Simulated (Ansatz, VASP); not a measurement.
**Sn: VASP beside Ansatz**

```
Sn
1.0
     0.00000    3.18069    3.24560
     3.24560    0.00000    3.24560
     3.24560    3.18069    0.00000
Sn
2
Direct
  0.50000 0.50000 0.50000
  0.75000 0.75000 0.75000
```

Change from the starting cell: strain -0.0200 x Voigt [0, 1, 0, 0, 0, 0], atoms carried along.

Alike in both runs: task single point; functional PBEsol; k mesh 12 × 12 × 12; occupations gaussian, width 0.15 eV; no spin polarisation.

|  | VASP | Ansatz |
| --- | --- | --- |
| version | VASP 6.6.1 | Ansatz 0.2.0 |
| potentials or method | VASP PAW PBE potentials, release 64 (Sn_d), cutoff 520 eV | scalar-relativistic, plane waves, PAW |
| valence electrons in the cell | 28 | 28 |

Ansatz gave:

| Property | Result |
| --- | --- |
| gap on the k mesh at the Fermi level (eV) | none |
| pressure (GPa) | 2.0 |
| traceless stress, the component that is largest in VASP (GPa) | 0.39 |

Task: What did VASP give for the same quantities?

Result: gap on the k mesh at the Fermi level (eV): none; pressure (GPa): 1.9; traceless stress, the component that is largest in VASP (GPa): 0.39.

VASP's potentials were made for PBE, not for PBEsol. A gap of «none» marks a metal or a gap that the smearing closes. The functional is the same, so the differences come from potentials, cutoffs and numerics.
